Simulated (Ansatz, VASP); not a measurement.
**Al5N in VASP and in Ansatz**

```xyz
6
Lattice="4.2558 0.0000 0.0000 -2.1279 3.6856 0.0000 0.0000 0.0000 6.2920" Properties=species:S:1:pos:R:3 pbc="T T T"
Al    2.0053    0.0000    0.0000
Al   -1.0027    1.7366    0.0000
Al    1.1252    1.9489    0.0000
Al    0.0000    2.4571    2.4298
Al    2.1279    1.2285    3.8623
N     0.0000    0.0000    3.1460
```

Alike in both runs: task single point; functional PBE; k mesh 6 × 6 × 4; occupations gaussian, width 0.1 eV; no spin polarisation.

|  | VASP | Ansatz |
| --- | --- | --- |
| version | VASP 6.6.1 | Ansatz 0.2.0 |
| potentials or method | VASP PAW PBE potentials, release 64 (Al, N), cutoff 520 eV | scalar-relativistic, plane waves, PAW |
| valence electrons in the cell | 20 | 20 |

Ansatz gave:

| Item | Value |
| --- | --- |
| gap on the k mesh at the Fermi level (eV) | none |
| pressure (GPa) | 23.9 |
| traceless stress, the component that is largest in VASP (GPa) | -19.47 |
| rms of the force components (eV/Å) | 0.907 |

Q: Estimate VASP's values.

A: gap on the k mesh at the Fermi level (eV): none; pressure (GPa): 24.1; traceless stress, the component that is largest in VASP (GPa): -19.62; rms of the force components (eV/Å): 0.910.

Atom by atom the forces differ by 0.004 eV/Å (rms over components). A gap of «none» marks a metal or a gap that the smearing closes.
